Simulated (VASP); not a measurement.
# Pb (P6_3/mmc) in VASP: further runs

Runs on Pb. Level: PBE. Tasks: single point.

All numbers are computed with VASP 6.6.1; they aren't measurements. Logs are shortened: lines on timing, memory, paths and dates and some standing lists are left out, and cuts for length are marked.

### Step 1. The cell of the first run

It takes space group P6_3/mmc (No. 194, hexagonal). The conventional cell has a = 2.618 Å, b = 2.618 Å, c = 8.605 Å, α = 90.00°, β = 90.00°, γ = 120.00°. Within 3.5 Å of Pb (site symmetry -3m) lie 12 Pb at 2.62 to 2.63 Å. Pb (site symmetry -6m2) has 12 Pb at 2.62 to 2.63 Å within 3.5 Å.

### Step 2. Single point, PBE (volume scaled by 0.4)

INCAR

```
PREC = Accurate ; ENCUT = 520
EDIFF = 1E-7 ; ISMEAR = -1
SIGMA = 0.1 ; LREAL = F
LASPH = T ; NELM = 100
ALGO = Normal ; ISIF = 2
LWAVE = F ; LCHARG = F
GGA = PE ; NBANDS = 36
```

KPOINTS

```
regular mesh
0
Gamma
  10 10 3
```

POSCAR

```
Pb
1.0
    2.6180717670      0.0000000000      0.0000000000
   -1.3090358835      2.2673166592      0.0000000000
    0.0000000000      0.0000000000      8.6049717486
Pb
4
Direct
    0.0000000000      0.0000000000      0.0000000000
    0.0000000000      0.0000000000      0.5000000000
    0.3333333333      0.6666666667      0.2500000000
    0.6666666667      0.3333333333      0.7500000000
```

Potentials or basis: VASP PAW PBE potentials, release 64 (Pb_d).

The run is started by

```bash
$ cat potpaw_PBE.64/Pb_d/POTCAR > POTCAR
$ mpirun -np 1 vasp_std > vasp.out
```

OUTCAR:

```text
PREC = Accurate
   ENCUT = 520
   EDIFF = 1E-7
   ISMEAR = -1
   LREAL = F
   LASPH = T
   NELM = 100
   ISIF = 2
   GGA = PE

 ion  position               nearest neighbor table
   1  0.000  0.000  0.000-   3 2.63   4 2.63   4 2.63   3 2.63   4 2.63   3 2.63   3 3.71   4 3.71
                             3 3.71   4 3.71   3 3.71   4 3.71
   2  0.000  0.000  0.500-   3 2.63   4 2.63   4 2.63   3 2.63   4 2.63   3 2.63   3 3.71   4 3.71
                             3 3.71   4 3.71   3 3.71   4 3.71
   3  0.333  0.667  0.250-   1 2.63   2 2.63   1 2.63   2 2.63   1 2.63   2 2.63   1 3.71   2 3.71
                             1 3.71   2 3.71   1 3.71   2 3.71
   4  0.667  0.333  0.750-   1 2.63   2 2.63   1 2.63   2 2.63   1 2.63   2 2.63   1 3.71   2 3.71
                             1 3.71   2 3.71   1 3.71   2 3.71

  LATTYP: Found a hexagonal cell.
 ALAT       =     2.6180717670
 C/A-ratio  =     3.2867593078

  Lattice vectors:

 A1 = (   2.6180717670,   0.0000000000,   0.0000000000)
 A2 = (  -1.3090358835,   2.2673166592,   0.0000000000)
 A3 = (   0.0000000000,   0.0000000000,   8.6049717486)

Analysis of symmetry for initial positions (statically):
=====================================================================
 Subroutine PRICEL returns:
 Original cell was already a primitive cell.

 Routine SETGRP: Setting up the symmetry group for a
 hexagonal supercell.

 Subroutine GETGRP returns: Found 24 space group operations
 (whereof 12 operations were pure point group operations)
 out of a pool of 24 trial point group operations.

The static configuration has the point symmetry D_3d.
 The point group associated with its full space group is D_6h.

Analysis of symmetry for dynamics (positions and initial velocities):
=====================================================================
 Subroutine PRICEL returns:
 Original cell was already a primitive cell.

 Routine SETGRP: Setting up the symmetry group for a
 hexagonal supercell.

 Subroutine GETGRP returns: Found 24 space group operations
 (whereof 12 operations were pure point group operations)
 out of a pool of 24 trial point group operations.

The dynamic configuration has the point symmetry D_3d.
 The point group associated with its full space group is D_6h.

 Subroutine INISYM returns: Found 24 space group operations
 (whereof 12 operations are pure point group operations),
 and found     1 'primitive' translations

----------------------------------------------------------------------------------------

                                     Primitive cell

  volume of cell :      51.0791

  direct lattice vectors                    reciprocal lattice vectors
     2.618071767  0.000000000  0.000000000     0.381960500  0.220524997  0.000000000
    -1.309035883  2.267316659  0.000000000     0.000000000  0.441049994  0.000000000
     0.000000000  0.000000000  8.604971749     0.000000000  0.000000000  0.116211886

  length of vectors
     2.618071767  2.618071767  8.604971749     0.441049994  0.441049994  0.116211886

  position of ions in fractional coordinates (direct lattice)
     0.000000000  0.000000000  0.000000000
     0.000000000  0.000000000  0.500000000
     0.333333333  0.666666667  0.250000000
     0.666666667  0.333333333  0.750000000

  ion indices of the primitive-cell ions
   primitive index   ion index
                 1           1
                 2           2
                 3           3
                 4           4

----------------------------------------------------------------------------------------

 KPOINTS: regular mesh

Automatic generation of k-mesh.
 Grid dimensions read from file:
 generate k-points for:   10   10    3

 Generating k-lattice:

  Cartesian coordinates                     Fractional coordinates (reciprocal lattice)
     0.038196050  0.022052500  0.000000000     0.100000000  0.000000000  0.000000000
     0.000000000  0.044104999  0.000000000     0.000000000  0.100000000  0.000000000
     0.000000000  0.000000000  0.038737295     0.000000000  0.000000000  0.333333333

  Length of vectors
     0.044104999  0.044104999  0.038737295

  Shift w.r.t. Gamma in fractional coordinates (k-lattice)
     0.000000000  0.000000000  0.000000000

 Subroutine IBZKPT returns following result:
 ===========================================

 Found     28 irreducible k-points:

 Following reciprocal coordinates:
            Coordinates               Weight
  0.000000  0.000000  0.000000      1.000000
  0.100000  0.000000  0.000000      6.000000
  0.200000  0.000000  0.000000      6.000000
  0.300000  0.000000  0.000000      6.000000
  0.400000  0.000000  0.000000      6.000000
  0.500000  0.000000  0.000000      3.000000
[... 16 lines left out ...]
  0.300000  0.100000  0.333333     24.000000
  0.400000  0.100000  0.333333     24.000000
 [... further k-points ...]
   k-points           NKPTS =     28   k-points in BZ     NKDIM =     28   number of bands    NBANDS=     36
   number of dos      NEDOS =    301   number of ions     NIONS =      4
   total plane-waves  NPLWV =  25600
   dimension x,y,z NGX =    20 NGY =   20 NGZ =   64
   dimension x,y,z NGXF=    40 NGYF=   40 NGZF=  128
   ions per type =               4
   NGX,Y,Z   is equivalent  to a cutoff of  12.70, 12.70, 12.36 a.u.
   NGXF,Y,Z  is equivalent  to a cutoff of  25.40, 25.40, 24.73 a.u.
 SYSTEM =  unknown system
   PREC   = accura    normal or accurate (medium, high low for compatibility)
   ISTART =      0    job   : 0-new  1-cont  2-samecut
   ICHARG =      2    charge: 1-file 2-atom 10-const
   ISPIN  =      1    spin polarized calculation?
   LNONCOLLINEAR =      F non collinear calculations
   LSORBIT =      F    spin-orbit coupling
   LASPH  =      T    aspherical Exc in radial PAW
   ENCUT  =  520.0 eV  38.22 Ry    6.18 a.u.   4.87  4.87 16.00*2*pi/ulx,y,z
   NELM   =    100;   NELMIN=  2; NELMDL= -5     # of ELM steps
   EDIFF  = 0.1E-06   stopping-criterion for ELM
   LREAL  =      F    real-space projection
   EDIFFG = 0.1E-05   stopping-criterion for IOM
   NSW    =      0    number of steps for IOM
   IBRION =     -1    ionic relax: 0-MD 1-quasi-New 2-CG
   NFREE  =      0    steps in history (QN), initial steepest desc. (CG)
   ISIF   =      2    stress and relaxation
   ISYM   =      2    0-nonsym 1-usesym 2-fastsym
   POTIM  = 0.5000    time-step for ionic-motion
   TEBEG  =    0.0;   TEEND  =   0.0 temperature during run
   PSTRESS=    0.0 pullay stress
   NELECT =      56.0000    total number of electrons
   NUPDOWN=      -1.0000    fix difference up-down
   EMIN   =  10.00;   EMAX   =-10.00  energy-range for DOS
   EFERMI =   0.00;   METHOD = LEGACY
   ISMEAR =    -1;   SIGMA  =   0.10  broadening in eV -4-tet -1-fermi 0-gaus
   EFERMI_NEDOS =   21; number of points for ismear=-14 and -15
   IALGO  =     38    algorithm
   IMIX   =      4    mixing-type and parameters
     AMIX     =   0.40;   BMIX     =  1.00
     AMIX_MAG =   1.60;   BMIX_MAG =  1.00
  volume/ion in A,a.u.               =      12.77        86.17
  Fermi-wavevector in a.u.,A,eV,Ry     =   1.688067  3.189985 38.770774  2.849572
  Thomas-Fermi vector in A             =   2.770440
   LORBIT       =      0    0 simple, 1 ext, 2 COOP (PROOUT), +10 PAW based schemes
   GGA     = PE    functional components
   LHFCALC =     F    Hartree Fock is set to
   AEXX    =    0.0000 exact exchange contribution
   IVDW    =     0    specifies the selected vdW correction
   LEPSILON=     F    determine dielectric tensor
   LRPA    =     F    only Hartree local field effects (RPA)
 non-spin polarized calculation
  energy-cutoff  :      520.00
  volume of cell :       51.08
 maximum number of plane-waves:      1392
 NGX is ok and might be reduce to    20

 number of electron      56.0000015 magnetization

 Free energy of the ion-electron system (eV)
  ---------------------------------------------------
  ext. energy  EPLUGINS =         0.00000000
  ---------------------------------------------------
  free energy    TOTEN  =        19.60435436 eV

  energy without entropy =       19.64237217  energy(sigma->0) =       19.62336326

 E-fermi :  23.5652     XC(G=0): -15.1094

 val. band max:       23.5442769119   @ k =   0.2000   0.1000   0.0000
 cond. band min:      23.7074169802   @ k =   0.3000   0.3000   0.3333
 fundamental gap:      0.1631400683
 Fermi energy:        23.5651946060

 k-point     1 :       0.0000    0.0000    0.0000
  band No.  band energies     occupation
      1       0.8801      2.00000
      2       1.0143      2.00000
      3       1.4682      2.00000
      4       1.4691      2.00000
      5       2.4606      2.00000
      6       2.4980      2.00000
[... 28 lines left out ...]
     35      34.5891      0.00000
     36      34.5891      0.00000

 k-point     2 :       0.1000    0.0000    0.0000
  band No.  band energies     occupation
      1       1.0833      2.00000
      2       1.3688      2.00000
      3       1.6781      2.00000
      4       1.7063      2.00000
      5       2.4144      2.00000
      6       2.4178      2.00000
[... 28 lines left out ...]
     35      33.5052      0.00000
     36      34.2346      0.00000

 k-point     3 :       0.2000    0.0000    0.0000
  band No.  band energies     occupation
      1       1.3516      2.00000
      2       1.6939      2.00000
      3       1.8816      2.00000
      4       1.9778      2.00000
      5       2.2156      2.00000
      6       2.3478      2.00000
[... 28 lines left out ...]
     35      32.8792      0.00000
     36      32.9048      0.00000
[... 742 lines left out ...]
 k-point    23 :       0.3000    0.1000    0.3333
  band No.  band energies     occupation
      1       1.1994      2.00000
      2       1.3651      2.00000
      3       1.4574      2.00000
      4       1.5294      2.00000
      5       1.7504      2.00000
      6       1.9317      2.00000
[... 28 lines left out ...]
     35      30.7677      0.00000
     36      31.1923      0.00000

 k-point    24 :       0.4000    0.1000    0.3333
  band No.  band energies     occupation
      1       1.0204      2.00000
      2       1.1784      2.00000
      3       1.2025      2.00000
      4       1.2754      2.00000
      5       1.5543      2.00000
      6       1.6302      2.00000
[... 28 lines left out ...]
     35      29.4833      0.00000
     36      29.8861      0.00000

 [... further k-points ...]

------------------------ aborting loop because EDIFF is reached ----------------------------------------

  FORCE on cell =-STRESS in cart. coord.  units (eV):
  Direction    XX          YY          ZZ          XY          YZ          ZX
  --------------------------------------------------------------------------------------
  -------------------------------------------------------------------------------------
  Total      110.8655475    110.8655475    111.0466543      0.0000000      0.0000000     -0.0000000
  in kB     3477.4749740   3477.4749742   3483.1556789      0.0000000      0.0000000     -0.0000000
  external PRESSURE =    3479.3685423 kB  Pullay stress =       0.0000000 kB

 VOLUME and BASIS-vectors are now :
 -----------------------------------------------------------------------------
  energy-cutoff  :      520.00
  volume of cell :       51.08
      direct lattice vectors                 reciprocal lattice vectors
     2.618071767  0.000000000  0.000000000     0.381960500  0.220524997  0.000000000
    -1.309035883  2.267316659  0.000000000     0.000000000  0.441049994  0.000000000
     0.000000000  0.000000000  8.604971749     0.000000000  0.000000000  0.116211886

 POSITION                                       TOTAL-FORCE (eV/Angst)
 -----------------------------------------------------------------------------------
      0.00000      0.00000      0.00000        -0.000000     -0.000000      0.000000
      0.00000      0.00000      4.30249        -0.000000     -0.000000      0.000000
     -0.00000      1.51154      2.15124         0.000000     -0.000000      0.000000
      1.30904      0.75577      6.45373        -0.000000      0.000000     -0.000000
 -----------------------------------------------------------------------------------
    total drift:                                0.000000     -0.000000      0.000000

  FREE ENERGIE OF THE ION-ELECTRON SYSTEM (eV)
  ---------------------------------------------------
  free  energy   TOTEN  =        19.6043543578 eV

  energy  without entropy=       19.6423721685  energy(sigma->0) =       19.62336326
```

It took 28 s on 1 thread of Intel Xeon 6975P-C (Granite Rapids), shared host; peak memory 0.17 GiB.

Results:

| Item | Value |
| --- | --- |
| Free energy | 19.6044 eV |
| Pressure | 347.9 GPa |
| Band gap on the k mesh | zero (band 28 reaches 30.27 eV, above the bottom of band 29 at 19.71 eV) |

Caveat: the cell differs from its parent crystal (volume scaled by 0.4); spin-orbit coupling is left out, which moves the levels of the heavy elements.

### Step 3. Single point, PBE

This run uses another cell than the first one, of 23.94 Å³/atom, 1.875 times its volume.

INCAR

```
SYSTEM = Pb
  PREC = Accurate
  ENCUT = 520
  EDIFF = 1E-7
  ISMEAR = -1
  SIGMA = 0.1
  LREAL = .FALSE.
  LASPH = .TRUE.
  NELM = 100
  ALGO = Normal
  ISIF = 2
  LWAVE = .FALSE.
  LCHARG = .FALSE.
  GGA = PE
  NBANDS = 36
```

KPOINTS

```
regular mesh
0
G
  10 10 3
  0 0 0
```

POSCAR

```
Pb
1.0
    3.2350877831      0.0000000000      0.0000000000
   -1.6175438915      2.8016682036      0.0000000000
    0.0000000000      0.0000000000     10.5667559322
Pb
4
Direct
    0.0000000000      0.0000000000      0.0000000000
    0.0000000000      0.0000000000      0.5000000000
    0.3333333333      0.6666666667      0.2500000000
    0.6666666667      0.3333333333      0.7500000000
```

Potentials or basis: VASP PAW PBE potentials, release 64 (Pb_d).

The run is started by

```bash
$ cat potpaw_PBE.64/Pb_d/POTCAR > POTCAR
$ mpirun -np 1 vasp_std > vasp.out
```

Run time: 37 s. Hardware: 1 thread of Intel Xeon 6975P-C (Granite Rapids), shared host; peak memory 0.22 GiB.

It converged, with:

* Free energy: -12.5333 eV
* Pressure: 22.8 GPa
* Band gap on the k mesh: zero (band 28 reaches 17.40 eV, above the bottom of band 29 at 8.29 eV)

Levels at points of the mesh, in eV from the Fermi level:
```
           k point  band 24  band 25  band 26  band 27  band 28  band 29  band 30  band 31  band 32  band 33
(0.00, 0.00, 0.00)    -8.41    -5.56     1.15     1.15     6.95     6.95     8.05     8.05     8.06     8.06
(0.50, 0.00, 0.00)    -6.84    -5.31    -4.94    -2.68    -2.18    -0.27     0.87     2.25     4.05     4.06
```

Caveat: spin-orbit coupling is left out, which moves the levels of the heavy elements.

### Step 4. Single point, PBE

INCAR

```
  ALGO = Normal
  EDIFF = 1E-6
  ENCUT = 520
  GGA = PE
  ISIF = 2
  ISMEAR = -1
  LASPH = True
  LCHARG = True
  LELF = True
  LREAL = False
  LVHAR = True
  LWAVE = False
  NBANDS = 36
  NELM = 80
  PREC = Accurate
  SIGMA = 0.1
```

KPOINTS

```
k-points
0
Gamma
  10 10 3
```

POSCAR is that of step 3.

The run is started by

```bash
$ cat potpaw_PBE.64/Pb_d/POTCAR > POTCAR
$ mpirun -np 1 vasp_std > vasp.out
```

It took 38 s on 1 thread of Intel Xeon 6975P-C (Granite Rapids), shared host; peak memory 0.22 GiB.

Results (log left out):

* Free energy: -12.5333 eV
* Pressure: 22.8 GPa
* Band gap on the k mesh: zero (band 28 reaches 17.40 eV, above the bottom of band 29 at 8.29 eV)

Levels at points of the mesh, in eV from the Fermi level:
```csv
k point,band 26,band 27,band 28,band 29,band 30,band 31
"(0.00, 0.00, 0.00)",1.15,1.15,6.95,6.95,8.05,8.05
"(0.50, 0.00, 0.00)",-4.94,-2.68,-2.18,-0.27,0.87,2.25
```

Caveat: spin-orbit coupling is left out, which moves the levels of the heavy elements.
